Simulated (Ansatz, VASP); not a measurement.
# LiF in VASP and in Ansatz

INCAR

```
SYSTEM = LiF
PREC = Accurate
ENCUT = 520
EDIFF = 1E-6
ISMEAR = 0
SIGMA = 0.05
LREAL = .FALSE.
LASPH = .TRUE.
NELM = 80
ALGO = Normal
ISIF = 2
LWAVE = .FALSE.
LCHARG = .FALSE.
GGA = CA
NBANDS = 18
```

KPOINTS

```
Automatic mesh
0
G
  9 9 6
  0 0 0
```

POSCAR

```
LiF
1.0
    3.1079172854      0.0000000000      0.0000000000
   -1.5539586427      2.6915353220      0.0000000000
    0.0000000000      0.0000000000      5.1370764810
Li F
2 2
Direct
    0.3333333333      0.6666666667      0.3839784076
    0.6666666667      0.3333333333      0.8839784076
    0.3333333333      0.6666666667      0.9910195924
    0.6666666667      0.3333333333      0.4910195924
```

Input for Ansatz:

```yaml
crystal:
  lattice:
    - [3.1079172854, 0.0, 0.0]
    - [-1.5539586427, 2.691535322, 0.0]
    - [0.0, 0.0, 5.137076481]
  atoms:
    - { symbol: Li, position: [0.3333333333, 0.6666666667, 0.3839784076] }
    - { symbol: Li, position: [0.6666666667, 0.3333333333, 0.8839784076] }
    - { symbol: F, position: [0.3333333333, 0.6666666667, 0.9910195924] }
    - { symbol: F, position: [0.6666666667, 0.3333333333, 0.4910195924] }
basis:
  ecutwfc: 520.0
kpoints:
  mp_grid: { grid: [9, 9, 6] }
hamiltonian:
  xc: lda
scf:
  occupations: { method: gaussian, width: 0.05 }
output:
  forces: true
  stress: true
  eigenvalues: true
  write_density: true
  write_potential: true
  elf: true
  volumetric_format: npy
```

Alike in both runs: task single point; functional LDA; k mesh 9 × 9 × 6; occupations gaussian, width 0.05 eV; no spin polarisation.

```csv
,VASP,Ansatz
version,VASP 6.6.1,Ansatz 0.2.0
potentials or method,"VASP PAW LDA potentials, release 64 (Li_sv, F), cutoff 520 eV","scalar-relativistic, plane waves, PAW"
valence electrons in the cell,20,20
```

VASP gave:

* gap on the k mesh at the Fermi level (eV): 7.11
* least direct gap on the mesh (eV): 7.11
* rms of the force components (eV/Å): 0.076

Question: Which values does Ansatz return?

Answer: gap on the k mesh at the Fermi level (eV): 7.12; least direct gap on the mesh (eV): 7.12; rms of the force components (eV/Å): 0.074.

LDA's correlation is that of Perdew and Zunger in VASP and of Perdew and Wang (1992) in Ansatz. Atom by atom the forces differ by 0.002 eV/Å (rms over components).

Noted on VASP's run: the cutoff is short for stress, so the pressure is rough.
